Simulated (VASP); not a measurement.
# SnTe (P1) in VASP: single point with PBE

Aim: the single point of SnTe with PBE.

Program: VASP 6.6.1. These are calculated values, not measurements. Logs are shortened: lines on timing, memory, paths and dates and some standing lists are left out, and cuts for length are marked.

## 1. The cell of the first run

The typed cell holds 16 atoms: a = 9.039 Å, b = 9.039 Å, c = 9.039 Å, α = 60.00°, β = 60.00°, γ = 60.00°.

## 2. Single point, PBE

INCAR reads:

```
  PREC = Accurate
  ENCUT = 520
  EDIFF = 1E-7
  ISMEAR = -1
  SIGMA = 0.112
  LREAL = Auto
  LASPH = T
  NELM = 80
  ALGO = Normal
  ISIF = 2
  LWAVE = F
  LCHARG = F
  GGA = PE
  NBANDS = 94
```

KPOINTS reads:

```
regular mesh
0
Gamma
  2 2 2
```

POSCAR reads:

```
SnTe
1.0
    0.0000000000      6.3915610000      6.3915610000
    6.3915610000      0.0000000000      6.3915610000
    6.3915610000      6.3915610000      0.0000000000
Sn Te
8 8
Direct
   -0.0014711586      0.0058491189     -0.0071523999
   -0.0049166393     -0.0001434704      0.4978835374
   -0.0022246522      0.4784729427      0.0183693780
   -0.0043552741      0.5095482934      0.4987767464
    0.5021216257     -0.0081072527      0.0033190640
    0.5005815481     -0.0007786048      0.4900645554
    0.5026243198      0.4999220065      0.0055854900
    0.4777967385      0.5012004110      0.5075282861
    0.2509876695      0.2602046667      0.2460616428
    0.2474059154      0.2437166758      0.7603008091
    0.2606551044      0.7466251202      0.2526702006
    0.2501403804      0.7318155142      0.7617136878
    0.7474441690      0.2363014293      0.2419983162
    0.7399531977      0.2756886776      0.7291880653
    0.7430849835      0.7587091792      0.2628314116
    0.7579578760      0.7442365018      0.7467527886
```

Potentials or basis: VASP PAW PBE potentials, release 64 (Sn_d, Te).

Command:

```console
cat potpaw_PBE.64/Sn_d/POTCAR potpaw_PBE.64/Te/POTCAR > POTCAR
mpirun -np 1 vasp_std > vasp.out
```

OUTCAR:

```text
PREC = Accurate
   ENCUT = 520
   EDIFF = 1E-7
   ISMEAR = -1
   LREAL = Auto
   LASPH = T
   NELM = 80
   ISIF = 2
   GGA = PE

 ion  position               nearest neighbor table
   1  0.999  0.006  0.993-  13 3.07  10 3.11  15 3.22  12 3.23  11 3.34  14 3.34
   2  0.995  1.000  0.498-  16 3.15  11 3.19  13 3.22  14 3.25   9 3.30  12 3.32
   3  0.998  0.478  0.018-   9 3.08  10 3.15  13 3.15  12 3.23  16 3.27  15 3.36
   4  0.996  0.510  0.499-  16 3.09  15 3.12  14 3.13   9 3.21  11 3.21  10 3.28
   5  0.502  0.992  0.003-  11 3.11  10 3.18  15 3.20  16 3.22   9 3.27  14 3.34
   6  0.501  0.999  0.490-  15 2.99  13 3.09   9 3.16  16 3.29  10 3.29  12 3.31
[... 8 lines left out ...]
  15  0.743  0.759  0.263-   6 2.99   4 3.12   5 3.20   1 3.22   8 3.35   3 3.36
  16  0.758  0.744  0.747-   4 3.09   2 3.15   7 3.19   5 3.22   3 3.27   6 3.29

  LATTYP: Found a face centered cubic cell.
 ALAT       =    12.7831220000

  Lattice vectors:

 A1 = (   0.0000000000,   6.3915610000,   6.3915610000)
 A2 = (   6.3915610000,   0.0000000000,   6.3915610000)
 A3 = (   6.3915610000,   6.3915610000,   0.0000000000)

Analysis of symmetry for initial positions (statically):
=====================================================================
 Subroutine PRICEL returns:
 Original cell was already a primitive cell.

 Routine SETGRP: Setting up the symmetry group for a
 face centered cubic supercell.

 Subroutine GETGRP returns: Found  1 space group operations
 (whereof  1 operations were pure point group operations)
 out of a pool of 48 trial point group operations.

The static configuration has the point symmetry C_1 .

Analysis of symmetry for dynamics (positions and initial velocities):
=====================================================================
 Subroutine PRICEL returns:
 Original cell was already a primitive cell.

 Routine SETGRP: Setting up the symmetry group for a
 face centered cubic supercell.

 Subroutine GETGRP returns: Found  1 space group operations
 (whereof  1 operations were pure point group operations)
 out of a pool of 48 trial point group operations.

The dynamic configuration has the point symmetry C_1 .

 Subroutine INISYM returns: Found  1 space group operations
 (whereof  1 operations are pure point group operations),
 and found     1 'primitive' translations

----------------------------------------------------------------------------------------
[... 108 lines left out ...]
   IBRION =     -1    ionic relax: 0-MD 1-quasi-New 2-CG
   NFREE  =      0    steps in history (QN), initial steepest desc. (CG)
   ISIF   =      2    stress and relaxation
   ISYM   =      2    0-nonsym 1-usesym 2-fastsym
   POTIM  = 0.5000    time-step for ionic-motion
   TEBEG  =    0.0;   TEEND  =   0.0 temperature during run
   PSTRESS=    0.0 pullay stress
   NELECT =     160.0000    total number of electrons
   NUPDOWN=      -1.0000    fix difference up-down
   EMIN   =  10.00;   EMAX   =-10.00  energy-range for DOS
   EFERMI =   0.00;   METHOD = LEGACY
   ISMEAR =    -1;   SIGMA  =   0.11  broadening in eV -4-tet -1-fermi 0-gaus
   EFERMI_NEDOS =   21; number of points for ismear=-14 and -15
   IALGO  =     38    algorithm
   IMIX   =      4    mixing-type and parameters
     AMIX     =   0.40;   BMIX     =  1.00
     AMIX_MAG =   1.60;   BMIX_MAG =  1.00
  volume/ion in A,a.u.               =      32.64       220.26
  Fermi-wavevector in a.u.,A,eV,Ry     =   1.103650  2.085595 16.572474  1.218043
  Thomas-Fermi vector in A             =   2.240111
   LORBIT       =      0    0 simple, 1 ext, 2 COOP (PROOUT), +10 PAW based schemes
   GGA     = PE    functional components
   LHFCALC =     F    Hartree Fock is set to
   AEXX    =    0.0000 exact exchange contribution
   IVDW    =     0    specifies the selected vdW correction
   LEPSILON=     F    determine dielectric tensor
   LRPA    =     F    only Hartree local field effects (RPA)
 non-spin polarized calculation
  energy-cutoff  :      520.00
  volume of cell :      522.22
 maximum number of plane-waves:     14163
 NGX is ok and might be reduce to    70
   NGX = 33   NGY = 33   NGZ = 33

 number of electron     159.9999998 magnetization

 Free energy of the ion-electron system (eV)
  ---------------------------------------------------
  ext. energy  EPLUGINS =         0.00000000
  ---------------------------------------------------
  free energy    TOTEN  =       -60.32731274 eV

  energy without entropy =      -60.18615336  energy(sigma->0) =      -60.25673305

 E-fermi :   6.4115     XC(G=0):  -9.3121

 val. band max:        6.3491159594   @ k =   0.0000   0.0000   0.0000
 cond. band min:       6.5100057741   @ k =   0.0000   0.0000   0.0000
 fundamental gap:      0.1608898147
 Fermi energy:         6.4114741608

 k-point     1 :       0.0000    0.0000    0.0000
  band No.  band energies     occupation
      1     -15.5283      2.00000
      2     -15.5258      2.00000
      3     -15.5200      2.00000
      4     -15.5177      2.00000
      5     -15.5157      2.00000
      6     -15.5125      2.00000
[... 749 lines left out ...]
     91       8.2760      0.00000
     92       8.4050      0.00000
 [bands above 92 left out]

------------------------ aborting loop because EDIFF is reached ----------------------------------------

  FORCE on cell =-STRESS in cart. coord.  units (eV):
  Direction    XX          YY          ZZ          XY          YZ          ZX
  --------------------------------------------------------------------------------------
  -------------------------------------------------------------------------------------
  Total        1.3206034      1.3486079      0.8454530      0.0180458     -0.0105956      0.1903086
  in kB        4.0516524      4.1375711      2.5938762      0.0553651     -0.0325078      0.5838728
  external PRESSURE =       3.5943665 kB  Pullay stress =       0.0000000 kB

 VOLUME and BASIS-vectors are now :
 -----------------------------------------------------------------------------
  energy-cutoff  :      520.00
  volume of cell :      522.22
      direct lattice vectors                 reciprocal lattice vectors
     0.000000000  6.391561000  6.391561000    -0.078228151  0.078228151  0.078228151
     6.391561000  0.000000000  6.391561000     0.078228151 -0.078228151  0.078228151
     6.391561000  6.391561000  0.000000000     0.078228151  0.078228151 -0.078228151

 POSITION                                       TOTAL-FORCE (eV/Angst)
 -----------------------------------------------------------------------------------
      6.38323     12.72800      6.41954        -0.119365     -0.166164     -0.249348
      9.57290      9.54239     12.75078         0.175199      0.176851     -0.011240
      3.17560      6.49475      9.43553        -0.037829     -0.233269      0.242766
      6.44477      9.55169      9.62053        -0.100192      0.034637     -0.198028
      6.36096      3.23056      9.54908         0.067062     -0.055372      0.164700
      9.51886      6.33177      9.58608         0.174232      0.150198     -0.343423
[... 8 lines left out ...]
      6.52924      6.42938      9.59881        -0.426209     -0.060575     -0.025814
      9.52975      9.61745      9.60137         0.226987     -0.069111      0.120589
 -----------------------------------------------------------------------------------
    total drift:                               -0.027385     -0.009365      0.002684

  FREE ENERGIE OF THE ION-ELECTRON SYSTEM (eV)
  ---------------------------------------------------
  free  energy   TOTEN  =       -60.3273127368 eV

  energy  without entropy=      -60.1861533575  energy(sigma->0) =      -60.25673305
```

stdout:

```text
POSCAR found type information on POSCAR SnTe
 POSCAR found :  2 types and      16 ions
 scaLAPACK will be used
 LDA part: xc-table for (Slater+PW92), standard interpolation
 POSCAR, INCAR and KPOINTS ok, starting setup
 FFT: planning ... GRIDC
 FFT: planning ... GRID_SOFT
 FFT: planning ... GRID
 WAVECAR not read
 entering main loop
```

Wall time 9.1 min (1 thread of Intel Xeon Platinum 8488C (Sapphire Rapids), shared host); peak memory 0.8 GiB.

What came out:

| Property | Result |
| --- | --- |
| Free energy | -60.3273 eV |
| Pressure | 0.4 GPa |
| Largest force | 0.663 eV/Å |
| Band gap on the k mesh | 0.16 eV |

Forces in eV/Å, atoms in the order of the input:
```
Sn  -0.119 -0.166 -0.249
Sn   0.175  0.177 -0.011
Sn  -0.038 -0.233  0.243
Sn  -0.100  0.035 -0.198
Sn   0.067 -0.055  0.165
Sn   0.174  0.150 -0.343
Sn  -0.158 -0.289 -0.046
Sn   0.061  0.237  0.133
Te  -0.227  0.138 -0.137
Te   0.153 -0.005  0.143
Te   0.115 -0.585  0.057
Te  -0.058 -0.279  0.136
Te   0.258  0.367  0.158
Te  -0.105  0.639 -0.145
Te  -0.426 -0.061 -0.026
Te   0.227 -0.069  0.121
```

Caveat: the k points lie up to 0.43 Å⁻¹ apart; the atoms stand as in a frame of molecular dynamics; semilocal functionals underestimate gaps, and a narrow one can read as zero; spin-orbit coupling is left out, which moves the levels of the heavy elements.
